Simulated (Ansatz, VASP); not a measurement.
Given: the input of a run of Ansatz 0.2.0 on Sb.

Contents of input:

```
crystal:
  lattice:
    - [0.0, 2.3712425216, 2.3712425216]
    - [2.3712425216, 0.0, 2.3712425216]
    - [2.3712425216, 2.3712425216, 0.0]
  atoms:
    - { symbol: Sb, position: [0.0, 0.0, 0.0] }
hamiltonian:
  xc: pbe0
  pseudopotentials: { kind: paw }
kpoints:
  mp_grid: { grid: [6, 6, 6] }
scf:
  occupations: { method: fermi_dirac, width: 0.05 }
output:
  forces: true
  stress: true
  eigenvalues: true
```

Question: Translate it to VASP 6.6.1. Potentials there: VASP PAW PBE potentials, release 64 (Sb).

Answer: As run (the cutoff follows the program's own potentials):

The input POSCAR:

```
Sb
1.0
    0.0000000000      2.3712425216      2.3712425216
    2.3712425216      0.0000000000      2.3712425216
    2.3712425216      2.3712425216      0.0000000000
Sb
1
Direct
    0.0000000000      0.0000000000      0.0000000000
```

Contents of INCAR.step1:

```
SYSTEM = Sb
ALGO = Normal
EDIFF = 1E-5
ENCUT = 520
GGA = PE
ISIF = 2
ISMEAR = -1
LASPH = .TRUE.
LCHARG = .FALSE.
LREAL = .FALSE.
LWAVE = .TRUE.
NBANDS = 8
NELM = 80
PREC = Accurate
SIGMA = 0.05
```

Contents of INCAR.step2:

```
SYSTEM = Sb
AEXX = 0.25
ALGO = Normal
EDIFF = 1E-6
ENCUT = 520
GGA = PE
ISIF = 2
ISMEAR = -1
ISTART = 1
LASPH = .TRUE.
LCHARG = .FALSE.
LHFCALC = .TRUE.
LREAL = .FALSE.
LWAVE = .FALSE.
NBANDS = 8
NELM = 80
PREC = Accurate
PRECFOCK = Normal
SIGMA = 0.05
```

Contents of KPOINTS:

```
k-points
0
G
  6 6 6
  0 0 0
```

Potentials or basis: VASP PAW PBE potentials, release 64 (Sb).

Launch:

```sh
$ cat potpaw_PBE.64/Sb/POTCAR > POTCAR
$ cp INCAR.step1 INCAR
$ mpirun -np 1 vasp_std > vasp.out
$ cp INCAR.step2 INCAR
$ mpirun -np 1 vasp_std > vasp.out
```

Both were run:

|  | VASP | Ansatz | Ansatz less VASP |
| --- | --- | --- | --- |
| gap on the k mesh at the Fermi level (eV) | none | none | - |
| pressure (GPa) | -1.8 | -0.6 | +1.20 |

A gap of «none» marks a metal or a gap that the smearing closes. With one functional, cell and mesh, what is left measures potentials, basis and numerics. VASP's potentials hold 5 valence electrons a cell and Ansatz's 15, so a difference there can come from the potentials and not from the codes.

The k mesh is coarse, so the values compare programs but aren't converged. Spin-orbit coupling is off throughout.
